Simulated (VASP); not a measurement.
Set up this calculation in VASP 6.6.1, as the native input.

```
Task                   : single point
Functional             : PBE
Potentials or basis    : VASP PAW PBE potentials, release 64 (B, I)
Cutoff                 : 520 eV
k mesh                 : 6 × 6 × 6
Occupations            : gaussian, width 0.1 eV
Spin                   : no spin polarisation
Dipole correction      : no
Further INCAR settings : ALGO = Normal; EDIFF = 1e-07; NBANDS = 38
```

The structure of B2I3 lies in POSCAR:

```
B2I3
1.0
    3.4862583848      2.0127922169      8.1933745673
   -3.4862583848      2.0127922169      8.1933745673
    0.0000000000     -4.0255844339      8.1933745673
B I
4 6
Direct
    0.3816551530      0.3816551530      0.3816551530
    0.1183448470      0.1183448470      0.1183448470
    0.6183448470      0.6183448470      0.6183448470
    0.8816551530      0.8816551530      0.8816551530
    0.6157997127      0.8842002873      0.2500000000
    0.2500000000      0.6157997127      0.8842002873
    0.8842002873      0.2500000000      0.6157997127
    0.3842002873      0.1157997127      0.7500000000
    0.7500000000      0.3842002873      0.1157997127
    0.1157997127      0.7500000000      0.3842002873
```

The input as run:

INCAR

```
SYSTEM = B2I3
PREC     = Accurate       ! precision mode
ENCUT    = 520            ! plane-wave cutoff, eV
EDIFF    = 1E-7           ! SCF threshold, eV
ISMEAR   = 0              ! smearing method
SIGMA    = 0.1            ! smearing width, eV
LREAL    = .False.        ! projectors in reciprocal space
LASPH    = .True.         ! aspherical terms in the spheres
NELM     = 100            ! most SCF steps
ALGO     = Normal         ! electronic algorithm
ISIF     = 2              ! what is computed and relaxed
LWAVE    = .False.        ! write WAVECAR
LCHARG   = .False.        ! write CHGCAR
GGA      = PE             ! functional
NBANDS   = 38             ! bands
```

KPOINTS

```
Automatic mesh
0
Gamma
  6 6 6
  0 0 0
```

Potentials or basis: VASP PAW PBE potentials, release 64 (B, I).

Launch:

```console
$ cat potpaw_PBE.64/B/POTCAR potpaw_PBE.64/I/POTCAR > POTCAR
$ mpirun -np 1 vasp_std > vasp.out
```

It gave:

| Item | Value |
| --- | --- |
| Pressure | 0.0 GPa |
| Largest force | 0.006 eV/Å |
| Band gap on the k mesh | zero (bands 27 and 28 overlap by 1.04 eV) |

Caveat: spin-orbit coupling is left out, which moves the levels of the heavy elements.

Run time: 22 min on 1 thread of Intel Xeon 8259CL, with other jobs on the host, peak memory 0.88 GiB.
